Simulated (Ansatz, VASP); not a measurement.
Given: the input of a run of VASP 6.6.1 on Br.

INCAR

```
PREC = Accurate
ENCUT = 520
EDIFF = 1E-6
ISMEAR = -1
SIGMA = 0.05
LREAL = False
LASPH = True
NELM = 60
ALGO = Normal
ISIF = 2
LWAVE = False
LCHARG = False
GGA = CA
NBANDS = 22
```

The input KPOINTS:

```
regular mesh
0
Gamma
  7 7 3
```

The input POSCAR:

```
Br
1.0
    3.4292128250     -2.3681017607      0.0000000000
    3.4292128250      2.3681017607      0.0000000000
    0.0000000000      0.0000000000      8.8729766646
Br
4
Direct
    0.3651000000      0.6349000000      0.3901000000
    0.1349000000      0.8651000000      0.8901000000
    0.6349000000      0.3651000000      0.6099000000
    0.8651000000      0.1349000000      0.1099000000
```

Potentials or basis: VASP PAW LDA potentials, release 64 (Br).

The run is started by

```bash
$ cat potpaw_LDA.64/Br/POTCAR > POTCAR
$ mpirun -np 1 vasp_std > vasp.out
```

**Question.** Set up the same calculation for Ansatz 0.2.0. Potentials there: Ansatz PAW.

**Answer.** As run (the cutoff follows the program's own potentials):

input.yaml

```yaml
crystal:
  lattice:
    - [3.429212825, -2.3681017607, 0.0]
    - [3.429212825, 2.3681017607, 0.0]
    - [0.0, 0.0, 8.8729766646]
  atoms:
    - { symbol: Br, position: [0.3651, 0.6349, 0.3901] }
    - { symbol: Br, position: [0.1349, 0.8651, 0.8901] }
    - { symbol: Br, position: [0.6349, 0.3651, 0.6099] }
    - { symbol: Br, position: [0.8651, 0.1349, 0.1099] }
hamiltonian:
  xc: lda
  pseudopotentials: { kind: paw }
kpoints:
  mp_grid: { grid: [7, 7, 3] }
scf:
  occupations: { method: fermi_dirac, width: 0.05 }
output:
  forces: true
  stress: true
  eigenvalues: true
```

Potentials or basis: Ansatz PAW.

Command:

```console
$ ansatz run input.yaml --threads 2 --pin off --max-ram 5632MiB --backend cpu --events-out ev --progress --plain --runs-dir out
```

Both were run:

|  | VASP | Ansatz | Ansatz less VASP |
| --- | --- | --- | --- |
| gap on the k mesh at the Fermi level (eV) | 1.58 | 1.58 | 0.000 |
| least direct gap on the mesh (eV) | 1.60 | 1.60 | 0.000 |
| pressure (GPa) | -2.5 | -2.5 | -0.04 |
| traceless stress, the component that is largest in VASP (GPa) | 1.32 | 1.38 | +0.058 |
| rms of the force components (eV/Å) | 0.092 | 0.083 | -0.0093 |

LDA's correlation is that of Perdew and Zunger in VASP and of Perdew and Wang (1992) in Ansatz. Atom by atom the forces differ by 0.017 eV/Å (rms over components).

Noted on Ansatz's run: odd divisions of the mesh miss points on the zone boundary, where band edges often lie, so the gap on the mesh can be too wide.
